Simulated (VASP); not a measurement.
# PbF2 (Fm-3m) in VASP: a series of runs

The runs below take PbF2 through single point, with PBE, HSE06.

All numbers are computed with VASP 6.6.1; they aren't measurements. Logs are shortened: lines on timing, memory, paths and dates and some standing lists are left out, and cuts for length are marked.

### Step 1. The cell of the first run

The structure is cubic, space group Fm-3m (No. 225). Conventional cell: a = 5.921 Å, b = 5.921 Å, c = 5.921 Å, α = 90.00°, β = 90.00°, γ = 90.00°. Pb (site symmetry m-3m) has 8 F at 2.56 Å within 3.4 Å. F (site symmetry -43m) has 4 Pb at 2.56 Å and 6 F at 2.96 Å within 3.4 Å.

### Step 2. Single point, PBE

File INCAR:

```
ALGO = Normal
EDIFF = 1E-6
ENCUT = 520
GGA = PE
ISIF = 2
ISMEAR = 0
LASPH = T
LCHARG = F
LREAL = F
LWAVE = F
NBANDS = 21
NELM = 60
PREC = Accurate
SIGMA = 0.01
```

File KPOINTS:

```
k-points
0
Gamma
  8 8 8
```

File POSCAR:

```
PbF2
1.0
    0.0000000000      2.9604388870      2.9604388870
    2.9604388870      0.0000000000      2.9604388870
    2.9604388870      2.9604388870      0.0000000000
Pb F
1 2
Direct
    0.0000000000      0.0000000000      0.0000000000
    0.2500000000      0.2500000000      0.2500000000
    0.7500000000      0.7500000000      0.7500000000
```

Potentials or basis: VASP PAW PBE potentials, release 64 (Pb_d, F).

Command:

```console
$ cat potpaw_PBE.64/Pb_d/POTCAR potpaw_PBE.64/F/POTCAR > POTCAR
$ mpirun -np 1 vasp_std > vasp.out
```

OUTCAR:

```text
EDIFF = 1E-6
   ENCUT = 520
   GGA = PE
   ISIF = 2
   ISMEAR = 0
   LASPH = T
   LREAL = F
   NELM = 60
   PREC = Accurate

 ion  position               nearest neighbor table
   1  0.000  0.000  0.000-   3 2.56   3 2.56   3 2.56   2 2.56   2 2.56   2 2.56   3 2.56   2 2.56

   2  0.250  0.250  0.250-   1 2.56   1 2.56   1 2.56   1 2.56
   3  0.750  0.750  0.750-   1 2.56   1 2.56   1 2.56   1 2.56

  LATTYP: Found a face centered cubic cell.
 ALAT       =     5.9208777740

  Lattice vectors:

 A1 = (   0.0000000000,   2.9604388870,   2.9604388870)
 A2 = (   2.9604388870,   0.0000000000,   2.9604388870)
 A3 = (   2.9604388870,   2.9604388870,   0.0000000000)

Analysis of symmetry for initial positions (statically):
=====================================================================
 Subroutine PRICEL returns:
 Original cell was already a primitive cell.

 Routine SETGRP: Setting up the symmetry group for a
 face centered cubic supercell.

 Subroutine GETGRP returns: Found 48 space group operations
 (whereof 48 operations were pure point group operations)
 out of a pool of 48 trial point group operations.

The static configuration has the point symmetry O_h .

Analysis of symmetry for dynamics (positions and initial velocities):
=====================================================================
 Subroutine PRICEL returns:
 Original cell was already a primitive cell.

 Routine SETGRP: Setting up the symmetry group for a
 face centered cubic supercell.

 Subroutine GETGRP returns: Found 48 space group operations
 (whereof 48 operations were pure point group operations)
 out of a pool of 48 trial point group operations.

The dynamic configuration has the point symmetry O_h .

 Subroutine INISYM returns: Found 48 space group operations
 (whereof 48 operations are pure point group operations),
 and found     1 'primitive' translations

----------------------------------------------------------------------------------------

                                     Primitive cell

  volume of cell :      51.8917

  direct lattice vectors                    reciprocal lattice vectors
     0.000000000  2.960438887  2.960438887    -0.168893877  0.168893877  0.168893877
     2.960438887  0.000000000  2.960438887     0.168893877 -0.168893877  0.168893877
     2.960438887  2.960438887  0.000000000     0.168893877  0.168893877 -0.168893877

  length of vectors
     4.186692825  4.186692825  4.186692825     0.292532775  0.292532775  0.292532775

  position of ions in fractional coordinates (direct lattice)
     0.000000000  0.000000000  0.000000000
     0.250000000  0.250000000  0.250000000
     0.750000000  0.750000000  0.750000000

  ion indices of the primitive-cell ions
   primitive index   ion index
                 1           1
                 2           2
                 3           3

----------------------------------------------------------------------------------------

 KPOINTS: k-points

Automatic generation of k-mesh.
 Grid dimensions read from file:
 generate k-points for:    8    8    8

 Generating k-lattice:

  Cartesian coordinates                     Fractional coordinates (reciprocal lattice)
    -0.021111735  0.021111735  0.021111735     0.125000000  0.000000000  0.000000000
     0.021111735 -0.021111735  0.021111735     0.000000000  0.125000000  0.000000000
     0.021111735  0.021111735 -0.021111735     0.000000000  0.000000000  0.125000000

  Length of vectors
     0.036566597  0.036566597  0.036566597

  Shift w.r.t. Gamma in fractional coordinates (k-lattice)
     0.000000000  0.000000000  0.000000000

 Subroutine IBZKPT returns following result:
 ===========================================

 Found     29 irreducible k-points:

 Following reciprocal coordinates:
            Coordinates               Weight
  0.000000  0.000000  0.000000      1.000000
  0.125000  0.000000  0.000000      8.000000
  0.250000  0.000000  0.000000      8.000000
  0.375000  0.000000  0.000000      8.000000
  0.500000  0.000000  0.000000      4.000000
  0.125000  0.125000  0.000000      6.000000
[... 16 lines left out ...]
  0.500000  0.250000  0.125000     48.000000
 -0.375000  0.250000  0.125000     24.000000
 [... further k-points ...]
   k-points           NKPTS =     29   k-points in BZ     NKDIM =     29   number of bands    NBANDS=     21
   number of dos      NEDOS =    301   number of ions     NIONS =      3
   total plane-waves  NPLWV =  32768
   dimension x,y,z NGX =    32 NGY =   32 NGZ =   32
   dimension x,y,z NGXF=    64 NGYF=   64 NGZF=   64
   ions per type =               1   2
   NGX,Y,Z   is equivalent  to a cutoff of  12.71, 12.71, 12.71 a.u.
   NGXF,Y,Z  is equivalent  to a cutoff of  25.41, 25.41, 25.41 a.u.
 SYSTEM =  unknown system
   PREC   = accura    normal or accurate (medium, high low for compatibility)
   ISTART =      0    job   : 0-new  1-cont  2-samecut
   ICHARG =      2    charge: 1-file 2-atom 10-const
   ISPIN  =      1    spin polarized calculation?
   LNONCOLLINEAR =      F non collinear calculations
   LSORBIT =      F    spin-orbit coupling
   LASPH  =      T    aspherical Exc in radial PAW
   ENCUT  =  520.0 eV  38.22 Ry    6.18 a.u.   7.78  7.78  7.78*2*pi/ulx,y,z
   NELM   =     60;   NELMIN=  2; NELMDL= -5     # of ELM steps
   EDIFF  = 0.1E-05   stopping-criterion for ELM
   LREAL  =      F    real-space projection
   EDIFFG = 0.1E-04   stopping-criterion for IOM
   NSW    =      0    number of steps for IOM
   IBRION =     -1    ionic relax: 0-MD 1-quasi-New 2-CG
   NFREE  =      0    steps in history (QN), initial steepest desc. (CG)
   ISIF   =      2    stress and relaxation
   ISYM   =      2    0-nonsym 1-usesym 2-fastsym
   POTIM  = 0.5000    time-step for ionic-motion
   TEBEG  =    0.0;   TEEND  =   0.0 temperature during run
   PSTRESS=    0.0 pullay stress
   NELECT =      28.0000    total number of electrons
   NUPDOWN=      -1.0000    fix difference up-down
   EMIN   =  10.00;   EMAX   =-10.00  energy-range for DOS
   EFERMI =   0.00;   METHOD = LEGACY
   ISMEAR =     0;   SIGMA  =   0.01  broadening in eV -4-tet -1-fermi 0-gaus
   EFERMI_NEDOS =   21; number of points for ismear=-14 and -15
   IALGO  =     38    algorithm
   IMIX   =      4    mixing-type and parameters
     AMIX     =   0.40;   BMIX     =  1.00
     AMIX_MAG =   1.60;   BMIX_MAG =  1.00
  volume/ion in A,a.u.               =      17.30       116.73
  Fermi-wavevector in a.u.,A,eV,Ry     =   1.332789  2.518606 24.168391  1.776327
  Thomas-Fermi vector in A             =   2.461697
   LORBIT       =      0    0 simple, 1 ext, 2 COOP (PROOUT), +10 PAW based schemes
   GGA     = PE    functional components
   LHFCALC =     F    Hartree Fock is set to
   AEXX    =    0.0000 exact exchange contribution
   IVDW    =     0    specifies the selected vdW correction
   LEPSILON=     F    determine dielectric tensor
   LRPA    =     F    only Hartree local field effects (RPA)
 non-spin polarized calculation
 Gauss-broadening in eV      SIGMA  =   0.01
  energy-cutoff  :      520.00
  volume of cell :       51.89
 maximum number of plane-waves:      1411
   NGX = 15   NGY = 15   NGZ = 15

 number of electron      28.0000003 magnetization

 Free energy of the ion-electron system (eV)
  ---------------------------------------------------
  ext. energy  EPLUGINS =         0.00000000
  ---------------------------------------------------
  free energy    TOTEN  =       -14.33100380 eV

  energy without entropy =      -14.33100380  energy(sigma->0) =      -14.33100380

 E-fermi :   2.0104     XC(G=0):  -9.4226

 val. band max:        1.9301103037   @ k =  -0.2500   0.5000   0.2500
 cond. band min:       6.3453227444   @ k =   0.5000   0.5000   0.0000
 fundamental gap:      4.4152124407
 Fermi energy:         2.0104284487

 k-point     1 :       0.0000    0.0000    0.0000
  band No.  band energies     occupation
      1     -19.1951      2.00000
      2     -18.5684      2.00000
      3     -12.5115      2.00000
      4     -12.5115      2.00000
      5     -12.5115      2.00000
      6     -12.4535      2.00000
[... 13 lines left out ...]
     20      17.0858      0.00000
     21      19.4600      0.00000

 k-point     2 :       0.1250    0.0000    0.0000
  band No.  band energies     occupation
      1     -19.1645      2.00000
      2     -18.5964      2.00000
      3     -12.5052      2.00000
      4     -12.5052      2.00000
      5     -12.4790      2.00000
      6     -12.4534      2.00000
[... 13 lines left out ...]
     20      16.6624      0.00000
     21      18.8603      0.00000

 k-point     3 :       0.2500    0.0000    0.0000
  band No.  band energies     occupation
      1     -19.0845      2.00000
      2     -18.6677      2.00000
      3     -12.4954      2.00000
      4     -12.4954      2.00000
      5     -12.4476      2.00000
      6     -12.4476      2.00000
[... 13 lines left out ...]
     20      16.0931      0.00000
     21      17.6264      0.00000

 k-point     4 :       0.3750    0.0000    0.0000
  band No.  band energies     occupation
      1     -18.9821      2.00000
      2     -18.7595      2.00000
      3     -12.4940      2.00000
      4     -12.4940      2.00000
      5     -12.4332      2.00000
      6     -12.4332      2.00000
[... 13 lines left out ...]
     20      15.7730      0.00000
     21      16.5957      0.00000

 k-point     5 :       0.5000    0.0000    0.0000
  band No.  band energies     occupation
      1     -18.9049      2.00000
      2     -18.8313      2.00000
      3     -12.4950      2.00000
      4     -12.4950      2.00000
      5     -12.4256      2.00000
      6     -12.4256      2.00000
[... 13 lines left out ...]
     20      15.6832      0.00000
     21      16.1974      0.00000
[... 382 lines left out ...]
     20      18.6205      0.00000
     21      19.2431      0.00000

 k-point    22 :       0.3750    0.2500    0.1250
  band No.  band energies     occupation
      1     -19.0282      2.00000
      2     -18.7146      2.00000
      3     -12.4753      2.00000
      4     -12.4715      2.00000
      5     -12.4591      2.00000
      6     -12.4297      2.00000
[... 13 lines left out ...]
     20      17.2760      0.00000
     21      18.1081      0.00000

 k-point    23 :       0.5000    0.2500    0.1250
  band No.  band energies     occupation
      1     -18.9466      2.00000
      2     -18.7852      2.00000
      3     -12.4750      2.00000
      4     -12.4668      2.00000
      5     -12.4416      2.00000
      6     -12.4078      2.00000
[... 13 lines left out ...]
     20      17.8314      0.00000
     21      18.3722      0.00000

 k-point    24 :      -0.3750    0.2500    0.1250
  band No.  band energies     occupation
      1     -18.8820      2.00000
      2     -18.8451      2.00000
      3     -12.4751      2.00000
      4     -12.4683      2.00000
      5     -12.4296      2.00000
      6     -12.3990      2.00000
[... 13 lines left out ...]
     20      18.0413      0.00000
     21      18.4959      0.00000

 [... further k-points ...]
[... 5 lines left out ...]
  --------------------------------------------------------------------------------------
  -------------------------------------------------------------------------------------
  Total        0.8874186      0.8874186      0.8874186      0.0000000      0.0000000      0.0000000
  in kB       27.3993860     27.3993860     27.3993860      0.0000000      0.0000000      0.0000000
  external PRESSURE =      27.3993860 kB  Pullay stress =       0.0000000 kB

 VOLUME and BASIS-vectors are now :
 -----------------------------------------------------------------------------
  energy-cutoff  :      520.00
  volume of cell :       51.89
      direct lattice vectors                 reciprocal lattice vectors
     0.000000000  2.960438887  2.960438887    -0.168893877  0.168893877  0.168893877
     2.960438887  0.000000000  2.960438887     0.168893877 -0.168893877  0.168893877
     2.960438887  2.960438887  0.000000000     0.168893877  0.168893877 -0.168893877

 POSITION                                       TOTAL-FORCE (eV/Angst)
 -----------------------------------------------------------------------------------
      0.00000      0.00000      0.00000         0.000000     -0.000000      0.000000
      1.48022      1.48022      1.48022         0.000000     -0.000000     -0.000000
      4.44066      4.44066      4.44066        -0.000000      0.000000     -0.000000
 -----------------------------------------------------------------------------------
    total drift:                                0.000000     -0.000000      0.000000

  FREE ENERGIE OF THE ION-ELECTRON SYSTEM (eV)
  ---------------------------------------------------
  free  energy   TOTEN  =       -14.3310037959 eV

  energy  without entropy=      -14.3310037959  energy(sigma->0) =      -14.33100380
```

Run time: 12 s. Hardware: 1 thread of Intel Xeon 6975P-C (Granite Rapids), shared host; peak memory 0.18 GiB.

What came out:

```yaml
Free_energy: -14.3310 eV
Pressure: 2.7 GPa
Band_gap_on_the_k_mesh: 4.42 eV, indirect (least direct gap 4.56 eV)
```

Caveat: spin-orbit coupling is left out, which moves the levels of the heavy elements. A k mesh can miss the band edges.

[end of part 1 of 2]
